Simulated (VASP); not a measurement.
# La2O3 (P-3m1) in VASP: notebook

Aim: see how the results for La2O3 move with the level of theory and the settings. Levels: PBE, LDA+U, LDA. Tasks: relaxation of cell and atoms, single point.

Program: VASP 6.6.1. These are calculated values, not measurements. Logs are shortened: lines on timing, memory, paths and dates and some standing lists are left out, and cuts for length are marked.

### Step 1. The cell of the first run

It takes space group P-3m1 (No. 164, trigonal). The conventional cell has a = 4.058 Å, b = 4.058 Å, c = 6.309 Å, α = 90.00°, β = 90.00°, γ = 120.00°. La (site symmetry 3m) has 7 O at 2.44 to 2.81 Å within 3.2 Å. Within 3.7 Å of O (site symmetry -3m) lie 6 La at 2.81 Å and 6 O at 3.24 Å. O (site symmetry 3m) has 4 La at 2.44 to 2.52 Å and 6 O at 2.98 to 3.24 Å within 3.3 Å.

### Step 2. Relaxation of cell and atoms, PBE (17.99 Å³/atom)

POSCAR reads:

```
La2O3
1.0
    4.0576638417      0.0000000000      0.0000000000
   -2.0288319209      3.5140399670      0.0000000000
    0.0000000000      0.0000000000      6.3092480853
La O
2 3
Direct
    0.3333333333      0.6666666667      0.2462356800
    0.6666666667      0.3333333333      0.7537643200
    0.0000000000      0.0000000000      0.0000000000
    0.3333333333      0.6666666667      0.6458906500
    0.6666666667      0.3333333333      0.3541093500
```

INCAR.step1 reads:

```
GGA = PE
ISMEAR = 0
SIGMA = 0.03
LWAVE = F
LCHARG = F
NSW = 80
PREC = Accurate
LASPH = T
LREAL = F
ALGO = Normal
EDIFF = 1E-7
NELM = 200
GGA_COMPAT = F
IBRION = 2
ISIF = 3
EDIFFG = -0.002
NELMIN = 4
ENCUT = 840
EFERMI = MIDGAP
LMAXMIX = 6
KPAR = 4
POTIM = 0.5
```

INCAR.step4 reads:

```
GGA = PE
ISMEAR = 0
SIGMA = 0.03
LWAVE = F
LCHARG = F
PREC = Accurate
LASPH = T
LREAL = F
ALGO = Normal
EDIFF = 1E-7
NELM = 200
GGA_COMPAT = F
ISIF = 2
ENCUT = 840
EFERMI = MIDGAP
LMAXMIX = 6
KPAR = 4
```

KPOINTS reads:

```
Automatic mesh
0
Gamma
  8 8 5
  0 0 0
```

Potentials or basis: VASP PAW PBE potentials, release 64 (La, O).

Command:

```console
> cat potpaw_PBE.64/La/POTCAR potpaw_PBE.64/O/POTCAR > POTCAR
> cp INCAR.step1 INCAR
> cp POSCAR.step1 POSCAR
> mpirun -np 4 vasp_std > vasp.out
> cp CONTCAR POSCAR
> mpirun -np 4 vasp_std > vasp.out
> cp CONTCAR POSCAR
> mpirun -np 4 vasp_std > vasp.out
> cp CONTCAR POSCAR
> cp INCAR.step4 INCAR
> mpirun -np 4 vasp_std > vasp.out
```

OUTCAR:

```text
GGA = PE
   ISMEAR = 0
   PREC = Accurate
   LASPH = T
   LREAL = F
   EDIFF = 1E-7
   NELM = 200
   ISIF = 2
   ENCUT = 840
   EFERMI = MIDGAP

 ion  position               nearest neighbor table
   1  0.333  0.667  0.247-   5 2.37   5 2.37   5 2.37   4 2.46   3 2.74   3 2.74   3 2.74
   2  0.667  0.333  0.753-   4 2.37   4 2.37   4 2.37   5 2.46   3 2.74   3 2.74   3 2.74
   3  0.000  0.000  0.000-   1 2.74   2 2.74   2 2.74   1 2.74   2 2.74   1 2.74
   4  0.333  0.667  0.645-   2 2.37   2 2.37   2 2.37   1 2.46
   5  0.667  0.333  0.355-   1 2.37   1 2.37   1 2.37   2 2.46

  LATTYP: Found a hexagonal cell.
 ALAT       =     3.9383884991
 C/A-ratio  =     1.5700642265

  Lattice vectors:

 A1 = (   3.9383884991,   0.0000000000,   0.0000000000)
 A2 = (  -1.9691942496,   3.4107444903,   0.0000000000)
 A3 = (   0.0000000000,   0.0000000000,   6.1835228925)

Analysis of symmetry for initial positions (statically):
=====================================================================
 Subroutine PRICEL returns:
 Original cell was already a primitive cell.

 Routine SETGRP: Setting up the symmetry group for a
 hexagonal supercell.

 Subroutine GETGRP returns: Found 12 space group operations
 (whereof 12 operations were pure point group operations)
 out of a pool of 24 trial point group operations.

The static configuration has the point symmetry D_3d.

Analysis of symmetry for dynamics (positions and initial velocities):
=====================================================================
 Subroutine PRICEL returns:
 Original cell was already a primitive cell.

 Routine SETGRP: Setting up the symmetry group for a
 hexagonal supercell.

 Subroutine GETGRP returns: Found 12 space group operations
 (whereof 12 operations were pure point group operations)
 out of a pool of 24 trial point group operations.

The dynamic configuration has the point symmetry D_3d.

 Subroutine INISYM returns: Found 12 space group operations
 (whereof 12 operations are pure point group operations),
 and found     1 'primitive' translations

----------------------------------------------------------------------------------------

                                     Primitive cell

  volume of cell :      83.0623

  direct lattice vectors                    reciprocal lattice vectors
     3.938388499  0.000000000  0.000000000     0.253910959  0.146595560  0.000000000
    -1.969194250  3.410744490  0.000000000    -0.000000000  0.293191121  0.000000000
[... 96 lines left out ...]
   NFREE  =      0    steps in history (QN), initial steepest desc. (CG)
   ISIF   =      2    stress and relaxation
   ISYM   =      2    0-nonsym 1-usesym 2-fastsym
   POTIM  = 0.5000    time-step for ionic-motion
   TEBEG  =    0.0;   TEEND  =   0.0 temperature during run

   SCALEE = 1.0000    scale energy and forces
   PSTRESS=    0.0 pullay stress
   NELECT =      40.0000    total number of electrons
   NUPDOWN=      -1.0000    fix difference up-down
   EMIN   =  10.00;   EMAX   =-10.00  energy-range for DOS
   EFERMI =   0.00;   METHOD = MIDGAP
   ISMEAR =     0;   SIGMA  =   0.03  broadening in eV -4-tet -1-fermi 0-gaus
   EFERMI_NEDOS =   21; number of points for ismear=-14 and -15
   IALGO  =     38    algorithm
   IMIX   =      4    mixing-type and parameters
     AMIX     =   0.40;   BMIX     =  1.00
     AMIX_MAG =   1.60;   BMIX_MAG =  1.00
  volume/ion in A,a.u.               =      16.61       112.11
  Fermi-wavevector in a.u.,A,eV,Ry     =   1.283198  2.424892 22.403305  1.646596
  Thomas-Fermi vector in A             =   2.415465
   LORBIT       =      0    0 simple, 1 ext, 2 COOP (PROOUT), +10 PAW based schemes
   GGA     = PE    functional components
   LHFCALC =     F    Hartree Fock is set to
   AEXX    =    0.0000 exact exchange contribution
   IVDW    =     0    specifies the selected vdW correction
   LEPSILON=     F    determine dielectric tensor
   LRPA    =     F    only Hartree local field effects (RPA)

   CSHIFT  =0.1000    complex shift for real part using Kramers Kronig

   OMEGAMAX=  -1.0    maximum frequency
 non-spin polarized calculation
 Gauss-broadening in eV      SIGMA  =   0.03
  energy-cutoff  :      840.00
  volume of cell :       83.06
 maximum number of plane-waves:      4661
 NGX is ok and might be reduce to    40
   NGX = 19   NGY = 19   NGZ = 29

 number of electron      40.0000000 magnetization

 Free energy of the ion-electron system (eV)
  ---------------------------------------------------
  ext. energy  EPLUGINS =         0.00000000
  ---------------------------------------------------
  free energy    TOTEN  =       -41.84551291 eV

  energy without entropy =      -41.84551291  energy(sigma->0) =      -41.84551291

 E-fermi :   7.7267     XC(G=0): -10.3936

 val. band max:        5.7841726101   @ k =   0.2500   0.2500   0.4000
 cond. band min:       9.6693199906   @ k =   0.5000  -0.0000   0.0000
 fundamental gap:      3.8851473805
 Fermi energy:         7.7267463004

 k-point     1 :       0.0000    0.0000    0.0000
  band No.  band energies     occupation
      1     -24.0375      2.00000
      2     -23.8168      2.00000
      3     -11.0647      2.00000
      4      -9.8366      2.00000
      5      -9.3746      2.00000
      6      -7.4986      2.00000
[... 637 lines left out ...]
     23      10.6665      0.00000
     24      10.9145      0.00000

 [... further k-points ...]

------------------------ aborting loop because EDIFF is reached ----------------------------------------

  FORCE on cell =-STRESS in cart. coord.  units (eV):
  Direction    XX          YY          ZZ          XY          YZ          ZX
  --------------------------------------------------------------------------------------
  -------------------------------------------------------------------------------------
  Total       -0.0037010     -0.0037010     -0.0020984      0.0000000     -0.0000000     -0.0000000
  in kB       -0.0713873     -0.0713873     -0.0404756      0.0000000     -0.0000000     -0.0000000
  external PRESSURE =      -0.0610834 kB  Pullay stress =       0.0000000 kB

 VOLUME and BASIS-vectors are now :
 -----------------------------------------------------------------------------
  energy-cutoff  :      840.00
  volume of cell :       83.06
      direct lattice vectors                 reciprocal lattice vectors
     3.938388499  0.000000000  0.000000000     0.253910959  0.146595560  0.000000000
    -1.969194250  3.410744490  0.000000000    -0.000000000  0.293191121  0.000000000
     0.000000000  0.000000000  6.183522892     0.000000000  0.000000000  0.161720110

 POSITION                                       TOTAL-FORCE (eV/Angst)
 -----------------------------------------------------------------------------------
     -0.00000      2.27383      1.52975         0.000000      0.000000      0.000912
      1.96919      1.13691      4.65377        -0.000000      0.000000     -0.000912
      0.00000      0.00000      0.00000        -0.000000      0.000000      0.000000
     -0.00000      2.27383      3.99033         0.000000     -0.000000      0.001093
      1.96919      1.13691      2.19319        -0.000000      0.000000     -0.001093
 -----------------------------------------------------------------------------------
    total drift:                                0.000000     -0.000000      0.000000

  FREE ENERGIE OF THE ION-ELECTRON SYSTEM (eV)
  ---------------------------------------------------
  free  energy   TOTEN  =       -41.8455129091 eV

  energy  without entropy=      -41.8455129091  energy(sigma->0) =      -41.84551291
```

Wall time 20 min (4 MPI ranks of Intel Xeon Platinum 8259CL at 2.50GHz (Skylake/Cascade Lake), shared host); peak memory 0.46 GiB.

What came out:

- Free energy: -41.8455 eV
- Relaxed volume: 16.61 Å³/atom
- Relaxed cell: a = 3.938 Å, b = 3.938 Å, c = 6.184 Å, α = 90.00°, β = 90.00°, γ = 120.00°
- Space group after relaxing (to 0.1 Å): P-3m1 (No. 164)
- Energy gained by relaxing: 43.2 meV/atom
- Ionic steps: 24
- Pressure after relaxing: 0.0 GPa
- Band gap on the k mesh: 3.89 eV (least direct gap 4.07 eV)

Step by step:
| step | energy change (eV) | largest force (eV/Å) | pressure (GPa) | volume (Å³) |
| --- | --- | --- | --- | --- |
| 1 | 0.0000 | 0.6254 | -8.97 | 89.96 |
| 2 | -0.2157 | 0.1560 | -0.25 | 83.36 |
| 3 | -0.2176 | 0.0267 | 0.03 | 83.04 |
| 4 | -0.2176 | 0.0131 | 0.08 | 83.00 |
| 5 | -0.2176 | 0.0090 | 0.04 | 83.06 |
| 6 | -0.2176 | 0.0082 | -0.05 | 83.07 |
| 7 | -0.2176 | 0.0087 | -0.03 | 83.06 |
| 8 | -0.2177 | 0.0068 | 0.00 | 83.06 |
| 9 | -0.2177 | 0.0098 | 0.02 | 83.06 |
| 10 | -0.2177 | 0.0008 | -0.03 | 83.07 |
| 11 | -0.2177 | 0.0020 | -0.03 | 83.07 |
| 12 | -0.2177 | 0.0063 | 0.03 | 83.07 |
| 13 | -0.2177 | 0.0032 | 0.00 | 83.07 |
| 14 | -0.2177 | 0.0039 | 0.00 | 83.07 |
| 15 | -0.2177 | 0.0035 | 0.00 | 83.07 |
| 16 | -0.2177 | 0.0028 | 0.00 | 83.07 |
| 17 | -0.2177 | 0.0019 | 0.00 | 83.07 |
| 18 | -0.2158 | 0.0035 | -0.03 | 83.07 |
| 19 | -0.2158 | 0.0043 | 0.01 | 83.04 |
| 20 | -0.2158 | 0.0025 | 0.00 | 83.05 |
| 21 | -0.2158 | 0.0010 | 0.03 | 83.05 |
| 22 | -0.2158 | 0.0013 | -0.02 | 83.06 |
| 23 | -0.2158 | 0.0010 | -0.01 | 83.06 |
| 24 | -0.2158 | 0.0011 | -0.01 | 83.06 |

Final structure:
```
La O
1.0
     3.93839    0.00000    0.00000
    -1.96919    3.41074    0.00000
     0.00000    0.00000    6.18352
La O
2 3
Direct
  0.33333 0.66667 0.24739
  0.66667 0.33333 0.75261
  0.00000 0.00000 0.00000
  0.33333 0.66667 0.64532
  0.66667 0.33333 0.35468
```

Caveat: spin-orbit coupling is left out, which moves the levels of the heavy elements. A k mesh can miss the band edges.

### Step 3. Single point, LDA+U

This run uses another cell than the first one, of 15.94 Å³/atom.

INCAR reads:

```
SYSTEM = La2O3
PREC = Accurate
ENCUT = 520
EDIFF = 1E-7
ISMEAR = -1
SIGMA = 0.05
LREAL = .False.
LASPH = .True.
NELM = 150
ALGO = Normal
ISIF = 2
LWAVE = .False.
LCHARG = .False.
LMAXMIX = 6
LDAU = .True.
LDAUTYPE = 2
LDAUL = 3 -1
LDAUU = 6 0
LDAUJ = 0 0
LDAUPRINT = 1
GGA = CA
NBANDS = 28
```

KPOINTS is that of step 2.

POSCAR reads:

```
La2O3
1.0
    3.9050413653      0.0000000000      0.0000000000
   -1.9525206826      3.3818650252      0.0000000000
    0.0000000000      0.0000000000      6.0361570967
La O
2 3
Direct
    0.3333333333      0.6666666667      0.2457941062
    0.6666666667      0.3333333333      0.7542058938
    0.0000000000      0.0000000000      0.0000000000
    0.3333333333      0.6666666667      0.6453801668
    0.6666666667      0.3333333333      0.3546198332
```

Potentials or basis: VASP PAW LDA potentials, release 64 (La, O).

Command:

```console
> cat potpaw_LDA.64/La/POTCAR potpaw_LDA.64/O/POTCAR > POTCAR
> mpirun -np 1 vasp_std > vasp.out
```

It took 4.5 min on 1 thread of Intel Xeon 8259CL, shared host; peak memory 0.23 GiB.

Results (log left out):

```
Free energy            : -44.6408 eV
Pressure               : 1.8 GPa
Largest force          : 0.210 eV/Å
Band gap on the k mesh : 3.79 eV (least direct gap 3.92 eV)
```

Forces on the atoms (eV/Å):
```
La   0.000  0.000 -0.210
La   0.000  0.000  0.210
O    0.000  0.000  0.000
O    0.000  0.000 -0.020
O    0.000  0.000  0.020
```

Stress tensor (GPa, compression positive):
```
2.08 0.00 0.00
0.00 2.08 0.00
0.00 0.00 1.36
```

Levels at points of the mesh, in eV from the valence-band top:
| k point | band 18 | band 19 | band 20 | band 21 | band 22 | band 23 |
| --- | --- | --- | --- | --- | --- | --- |
| (0.00, 0.00, 0.00) | -0.35 | -0.35 | -0.07 | 4.63 | 4.64 | 4.64 |
| (0.50, 0.00, 0.00) | -0.63 | -0.39 | -0.25 | 3.92 | 5.63 | 5.70 |

Eigenvalues of the final occupation matrices:
| site | spin | trace | eigenvalues |
| --- | --- | --- | --- |
| site 1 f | 1 | 0.08 | 0.01 0.01 0.01 0.01 0.01 0.01 0.03 |
| site 1 f | 2 | 0.08 | 0.01 0.01 0.01 0.01 0.01 0.01 0.03 |
| site 2 f | 1 | 0.08 | 0.01 0.01 0.01 0.01 0.01 0.01 0.03 |
| site 2 f | 2 | 0.08 | 0.01 0.01 0.01 0.01 0.01 0.01 0.03 |

Caveat: spin-orbit coupling is left out, which moves the levels of the heavy elements. A k mesh can miss the band edges.

### Step 4. Single point, LDA+U

This run uses another cell than the first one, of 16.06 Å³/atom.

INCAR reads:

```
SYSTEM = La2O3
  ALGO = Normal
  EDIFF = 1E-7
  ENCUT = 520
  GGA = CA
  ISIF = 2
  ISMEAR = -1
  LASPH = .True.
  LCHARG = .False.
  LDAU = .True.
  LDAUJ = 0 0
  LDAUL = 3 -1
  LDAUPRINT = 1
  LDAUTYPE = 2
  LDAUU = 8 0
  LMAXMIX = 6
  LREAL = .False.
  LWAVE = .False.
  NBANDS = 28
  NELM = 150
  PREC = Accurate
  SIGMA = 0.05
```

KPOINTS reads:

```
k-points
0
Gamma
  8 8 5
  0 0 0
```

POSCAR reads:

```
La2O3
1.0
    3.9124795702      0.0000000000      0.0000000000
   -1.9562397851      3.3883066996      0.0000000000
    0.0000000000      0.0000000000      6.0564992537
La O
2 3
Direct
    0.3333333333      0.6666666667      0.2461036189
    0.6666666667      0.3333333333      0.7538963811
    0.0000000000      0.0000000000      0.0000000000
    0.3333333333      0.6666666667      0.6451674514
    0.6666666667      0.3333333333      0.3548325486
```

Command:

```console
> cat potpaw_LDA.64/La/POTCAR potpaw_LDA.64/O/POTCAR > POTCAR
> mpirun -np 1 vasp_std > vasp.out
```

Run time: 4.3 min. Hardware: 1 thread of Intel Xeon 8259CL, shared host; peak memory 0.23 GiB.

Results (log left out):

```
Free energy            : -44.3521 eV
Pressure               : 2.2 GPa
Largest force          : 0.253 eV/Å
Band gap on the k mesh : 3.77 eV (least direct gap 3.91 eV)
```

Forces on the atoms (eV/Å):
```
La   0.000  0.000 -0.253
La   0.000  0.000  0.253
O    0.000  0.000  0.000
O    0.000  0.000 -0.025
O    0.000  0.000  0.025
```

Stress tensor (GPa, compression positive):
```
2.49 0.00 0.00
0.00 2.49 0.00
0.00 0.00 1.63
```

Levels at points of the mesh, in eV from the valence-band top:
```tsv
k point	band 17	band 18	band 19	band 20	band 21	band 22	band 23	band 24
(0.00, 0.00, 0.00)	-1.71	-0.32	-0.32	-0.04	4.63	4.63	4.63	5.32
(0.50, 0.00, 0.00)	-0.70	-0.62	-0.39	-0.23	3.92	5.60	5.85	6.04
```

Eigenvalues of the final occupation matrices:
```tsv
site	spin	trace	eigenvalues
site 1 f	1	0.07	0.01 0.01 0.01 0.01 0.01 0.01 0.02
site 1 f	2	0.07	0.01 0.01 0.01 0.01 0.01 0.01 0.02
site 2 f	1	0.07	0.01 0.01 0.01 0.01 0.01 0.01 0.02
site 2 f	2	0.07	0.01 0.01 0.01 0.01 0.01 0.01 0.02
```

Caveat: spin-orbit coupling is left out, which moves the levels of the heavy elements. A k mesh can miss the band edges.

### Step 5. Relaxation of cell and atoms, LDA

This run uses another cell than the first one, of 16.36 Å³/atom.

INCAR reads:

```
PREC     = Accurate       # precision mode
ENCUT    = 600            # plane-wave cutoff, eV
EDIFF    = 1E-6           # SCF threshold, eV
ISMEAR   = -1             # smearing method
SIGMA    = 0.05           # smearing width, eV
LREAL    = F              # projectors in reciprocal space
LASPH    = T              # aspherical terms in the spheres
NELM     = 60             # most SCF steps
ALGO     = Normal         # electronic algorithm
ISIF     = 3              # what is computed and relaxed
LWAVE    = F              # write WAVECAR
LCHARG   = F              # write CHGCAR
GGA      = CA             # functional
IBRION   = 2              # ionic algorithm
NSW      = 60             # ionic steps
EDIFFG   = -0.01          # ionic threshold
```

KPOINTS reads:

```
Automatic mesh
0
Gamma
  8 8 5
```

POSCAR reads:

```
La2O3
1.0
    3.9307778780      0.0000000000      0.0000000000
   -1.9653889390      3.4041534990      0.0000000000
    0.0000000000      0.0000000000      6.1119535200
La O
2 3
Direct
    0.3333333333      0.6666666667      0.2462356800
    0.6666666667      0.3333333333      0.7537643200
    0.0000000000      0.0000000000      0.0000000000
    0.3333333333      0.6666666667      0.6458906500
    0.6666666667      0.3333333333      0.3541093500
```

Command:

```console
> cat potpaw_LDA.64/La/POTCAR potpaw_LDA.64/O/POTCAR > POTCAR
> mpirun -np 1 vasp_std > vasp.out
```

Run time: 18 min. Hardware: 1 thread of Intel Xeon 8259CL, shared host; peak memory 0.26 GiB.

Results (log left out):

| Quantity | Value |
| --- | --- |
| Free energy | -45.9124 eV |
| Relaxed volume | 15.51 Å³/atom |
| Relaxed cell | a = 3.881 Å, b = 3.881 Å, c = 5.943 Å, α = 90.00°, β = 90.00°, γ = 120.00° |
| Space group after relaxing (to 0.1 Å) | P-3m1 (No. 164) |
| Energy gained by relaxing | 17.1 meV/atom |
| Ionic steps | 12 |
| Pressure after relaxing | 0.0 GPa |
| Largest force after relaxing | 0.008 eV/Å |
| Band gap on the k mesh | 3.80 eV (least direct gap 3.91 eV) |

Forces in eV/Å, atoms in the order of the input:
```
La   0.000  0.000  0.008
La   0.000  0.000 -0.008
O    0.000  0.000  0.000
O    0.000  0.000  0.006
O    0.000  0.000 -0.006
```

The path:
| step | energy change (eV) | largest force (eV/Å) | pressure (GPa) | volume (Å³) |
| --- | --- | --- | --- | --- |
| 1 | 0.0000 | 0.1615 | -6.50 | 81.78 |
| 2 | 0.0315 | 0.8522 | 8.89 | 74.18 |
| 3 | -0.0777 | 0.2706 | -0.19 | 78.18 |
| 4 | -0.0777 | 0.2799 | -0.06 | 78.11 |
| 5 | -0.0834 | 0.0456 | 0.04 | 77.78 |
| 6 | -0.0837 | 0.0438 | 0.08 | 77.67 |
| 7 | -0.0847 | 0.0488 | -0.10 | 77.70 |
| 8 | -0.0850 | 0.0537 | -0.25 | 77.74 |
| 9 | -0.0852 | 0.0556 | 0.29 | 77.45 |
| 10 | -0.0853 | 0.0378 | 0.09 | 77.54 |
| 11 | -0.0855 | 0.0137 | 0.04 | 77.54 |
| 12 | -0.0855 | 0.0082 | 0.02 | 77.54 |

Final structure:
```
La O
1.0
     3.88141    0.00000    0.00000
    -1.94071    3.36140    0.00000
     0.00000    0.00000    5.94330
La O
2 3
Direct
  0.33333 0.66667 0.24370
  0.66667 0.33333 0.75630
  0.00000 0.00000 0.00000
  0.33333 0.66667 0.64664
  0.66667 0.33333 0.35336
```

Levels at points of the mesh, in eV from the valence-band top:
| k point | band 17 | band 18 | band 19 | band 20 | band 21 | band 22 | band 23 | band 24 |
| --- | --- | --- | --- | --- | --- | --- | --- | --- |
| (0.00, 0.00, 0.00) | -1.83 | -0.47 | -0.47 | -0.19 | 4.30 | 4.51 | 4.51 | 5.39 |
| (0.50, 0.00, 0.00) | -0.75 | -0.66 | -0.41 | -0.32 | 3.80 | 4.73 | 5.27 | 5.28 |

Caveat: spin-orbit coupling is left out, which moves the levels of the heavy elements. A k mesh can miss the band edges.

### Step 6. Overview

```tsv
task	level	potentials or basis	U	cell	cutoff (eV)	smearing	tolerance level	purpose	passes	dipole correction	gap on the mesh (eV)	pressure (GPa)	relaxed volume (Å³/atom)	largest force (eV/Å)
relaxation of cell and atoms	PBE	VASP PAW PBE potentials, release 64 (La, O)	-	relaxed from a = 4.058, b = 4.058, c = 6.309 Å, angles 90.0, 90.0, 120.0°, 5 atoms, atomic positions A	840	gaussian 0.03 eV	tight	cell	3	-	3.89	0.0	16.61	-
single point	LDA+U	VASP PAW LDA potentials, release 64 (La, O)	La f U = 6.0 eV	a = 3.905, b = 3.905, c = 6.036 Å, angles 90.0, 90.0, 120.0°, 5 atoms, atomic positions B	520	fermi-dirac 0.05 eV	-	-	-	no	3.79	1.8	-	0.21
single point	LDA+U	VASP PAW LDA potentials, release 64 (La, O)	La f U = 8.0 eV	a = 3.912, b = 3.912, c = 6.056 Å, angles 90.0, 90.0, 120.0°, 5 atoms, atomic positions C	520	fermi-dirac 0.05 eV	-	-	-	no	3.77	2.2	-	0.25
relaxation of cell and atoms	LDA	VASP PAW LDA potentials, release 64 (La, O)	-	relaxed from a = 3.931, b = 3.931, c = 6.112 Å, angles 90.0, 90.0, 120.0°, 5 atoms, atomic positions A	600	fermi-dirac 0.05 eV	-	-	-	no	3.80	0.0	15.51	0.01
```

Alike in all rows: no spin polarisation; k mesh 8 × 8 × 5.

Caveats: spin-orbit coupling is left out, which moves the levels of the heavy elements.

Absolute energies hang on the potentials; compare differences alone.
